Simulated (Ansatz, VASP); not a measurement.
**One calculation of CdSe, two programs**

```
CELL_PARAMETERS angstrom
-2.19099 2.19099 3.09519
2.19099 -2.19099 3.09519
2.19099 2.19099 -3.09519
ATOMIC_POSITIONS crystal
Cd 0.00000 0.00000 0.00000
Se 0.25000 0.75000 0.50000
```

Alike in both runs: functional PBE; k mesh 12 × 12 × 12; occupations gaussian, width 0.02 eV; no spin polarisation.

Ansatz relaxed the structure, and its values are those at the end. VASP's run is a single point on that final structure, the one shown.

|  | VASP | Ansatz |
| --- | --- | --- |
| version | VASP 6.6.1 | Ansatz 0.2.0 |
| potentials or method | VASP PAW PBE potentials, release 64 (Cd, Se), cutoff 520 eV | scalar-relativistic, plane waves, PAW |
| valence electrons in the cell | 18 | 36 |

VASP gave:

```
gap on the k mesh at the Fermi level (eV) : 0.49
least direct gap on the mesh (eV)         : 0.49
pressure (GPa)                            : 0.3
```

Problem. Estimate Ansatz's values.

Solution. gap on the k mesh at the Fermi level (eV): 0.49; least direct gap on the mesh (eV): 0.49; pressure (GPa): 0.0.

VASP's potentials hold 18 valence electrons a cell and Ansatz's 36, so a difference there can come from the potentials and not from the codes.
